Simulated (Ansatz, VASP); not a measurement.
Two plane-wave programs on BP

```
B P
1.0
     0.00000    2.28412    2.28412
     2.28412    0.00000    2.28412
     2.28412    2.28412    0.00000
B P
1 1
Direct
  0.00000 0.00000 0.00000
  0.25000 0.25000 0.25000
```

Alike in both runs: task single point; functional PBE; k mesh 6 × 6 × 6; occupations gaussian, width 0.1 eV; no spin polarisation.

```csv
,VASP,Ansatz
version,VASP 6.6.1,Ansatz 0.2.0
potentials or method,"VASP PAW PBE potentials, release 64 (B, P), cutoff 500 eV","scalar-relativistic, plane waves, PAW"
valence electrons in the cell,8,8
```

Ansatz gave:

```
gap on the k mesh at the Fermi level (eV) : 1.37
least direct gap on the mesh (eV)         : 3.37
pressure (GPa)                            : -1.9
```

**Question.** Which values does VASP return?

**Answer.** gap on the k mesh at the Fermi level (eV): 1.37; least direct gap on the mesh (eV): 3.37; pressure (GPa): -2.1.

With one functional, cell and mesh, what is left measures potentials, basis and numerics.
